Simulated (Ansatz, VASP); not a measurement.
**One calculation of BaTiO3, two programs**

```xyz
5
Lattice="4.0060 0.0000 0.0000 0.0000 4.0060 0.0000 0.0000 0.0000 3.9259" Properties=species:S:1:pos:R:3 pbc="T T T"
Ba    2.0030    2.0030    1.9629
Ti    0.0000    0.0000    0.0000
O     2.0030    0.0000    0.0000
O     0.0000    2.0030    0.0000
O     0.0000    0.0000    1.9629
```

Change from the starting cell: z stretched by -2 %, ions relaxed.

Alike in both runs: task relaxation of the atoms; functional PBE; k mesh 8 × 8 × 8; occupations fermi-dirac, width 0.02 eV; no spin polarisation.

|  | VASP | Ansatz |
| --- | --- | --- |
| version | VASP 6.6.1 | Ansatz 0.2.0 |
| potentials or method | VASP PAW PBE potentials, release 64 (Ba_sv, Ti_sv, O) | plane-wave PAW, scalar-relativistic |
| plane-wave cutoff (eV) | 520 | 420 |
| valence electrons in the cell | 40 | 40 |

```tsv
	VASP	Ansatz	Ansatz less VASP
gap on the k mesh at the Fermi level, each at its own relaxed structure (eV)	1.74	1.80	+0.068
```

Ansatz's warnings: stress scf threshold loose.

Spin-orbit coupling is off throughout. Noted on VASP's run: the relaxation stopped at its first step, so nothing moved.
